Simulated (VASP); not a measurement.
Input of a VASP 6.6.1 run:

Contents of INCAR:

```
SYSTEM = C
  PREC = Accurate
  ENCUT = 520
  EDIFF = 1E-6
  ISMEAR = 0
  SIGMA = 0.02
  LREAL = .FALSE.
  LASPH = .TRUE.
  NELM = 80
  ALGO = Normal
  ISIF = 2
  LWAVE = .FALSE.
  LCHARG = .FALSE.
  GGA = PE
  NBANDS = 16
```

The input KPOINTS:

```
regular mesh
0
G
  20 4 4
  0 0 0
```

File POSCAR:

```
C
1.0
    1.2838441403     -0.0006729643     -0.0005276130
    0.4010122268      8.5264000856     -0.0006241654
    0.2254110310      4.2311686025      7.3742514560
C
4
Direct
    0.1533727422      0.0506354298      0.0268506028
    0.2868776629      0.4488837077      0.4722155585
    0.4808966804      0.6682167799      0.0290426951
    0.0788529144      0.8322640824      0.4718911435
```

Potentials or basis: VASP PAW PBE potentials, release 64 (C).

The run is started by

```bash
$ cat potpaw_PBE.64/C/POTCAR > POTCAR
$ mpirun -np 1 vasp_std > vasp.out
```

Task: Estimate the largest force.

Result: 0.005 eV/Å.

Task: What does it give for the pressure?

Result: -0.1 GPa.

Task: Estimate the band gap on the k mesh.

Result: Zero (bands 8 and 9 overlap by 14.16 eV).

Stress tensor (GPa, compression positive):
```
-0.23  0.00  0.00
 0.00 -0.06  0.00
 0.00  0.00 -0.08
```
